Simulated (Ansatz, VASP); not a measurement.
## KF in VASP and in Ansatz

POSCAR

```
KF
1.0
    0.0000000000      2.6589605792      2.6589605792
    2.7294230346      0.0000000000      2.6589605792
    2.7294230346      2.6589605792      0.0000000000
K F
1 1
Direct
    0.0000000000      0.0000000000      0.0000000000
    0.5000000000      0.5000000000      0.5000000000
```

Contents of INCAR.step1:

```
SYSTEM = KF
  PREC = Accurate
  ENCUT = 520
  ISMEAR = 0
  SIGMA = 0.01
  LREAL = .False.
  LASPH = .True.
  NELM = 80
  NBANDS = 15
  GGA = PE
  ALGO = Normal
  EDIFF = 1E-4
  LWAVE = .True.
  LCHARG = .False.
```

The input INCAR.step2:

```
SYSTEM = KF
  PREC = Accurate
  ENCUT = 520
  EDIFF = 1E-7
  ISMEAR = 0
  SIGMA = 0.01
  LREAL = .False.
  LASPH = .True.
  NELM = 80
  ALGO = Normal
  ISIF = 2
  LWAVE = .False.
  LCHARG = .True.
  METAGGA = R2SCAN
  LMIXTAU = .True.
  LELF = .True.
  LVHAR = .True.
  NBANDS = 15
  ISTART = 1
```

The input KPOINTS:

```
regular mesh
0
Gamma
  8 8 8
  0 0 0
```

Input for Ansatz:

```yaml
crystal:
  lattice:
    - [0.0, 2.6589605792, 2.6589605792]
    - [2.7294230346, 0.0, 2.6589605792]
    - [2.7294230346, 2.6589605792, 0.0]
  atoms:
    - { symbol: K, position: [0.0, 0.0, 0.0] }
    - { symbol: F, position: [0.5, 0.5, 0.5] }
kpoints:
  mp_grid: { grid: [8, 8, 8] }
  band_path:
    path:
      - [0.0, 0.0, 0.0]
      - [0.5, 0.0, 0.5]
      - [0.625, 0.25, 0.625]
      - [0.375, 0.375, 0.75]
      - [0.5, 0.5, 0.5]
      - [0.5, 0.25, 0.75]
    npoints: 1
hamiltonian:
  xc: r2scan
scf:
  occupations: { method: fixed }
  n_extra_bands: 4
output:
  forces: true
  stress: true
  eigenvalues: true
```

Change from the starting cell: uniaxial_x strain +2.6%.

Alike in both runs: task single point; functional r2SCAN; k mesh 8 × 8 × 8; no spin polarisation.

|  | VASP | Ansatz |
| --- | --- | --- |
| version | VASP 6.6.1 | Ansatz 0.2.0 |
| potentials or method | VASP PAW PBE potentials, release 64 (K_sv, F) | plane waves, PAW |
| plane-wave cutoff (eV) | 520 | 500 |
| occupations | gaussian, width 0.01 eV | fixed |
| valence electrons in the cell | 16 | 16 |

Ansatz gave:

| Property | Result |
| --- | --- |
| gap on the k mesh at the Fermi level (eV) | 6.75 |
| pressure (GPa) | -0.8 |
| traceless stress, the component that is largest in VASP (GPa) | -0.90 |

Problem. Estimate VASP's values.

Solution. gap on the k mesh at the Fermi level (eV): 6.75; pressure (GPa): -0.9; traceless stress, the component that is largest in VASP (GPa): -0.92.

VASP's potentials were made for PBE, not for r2SCAN.
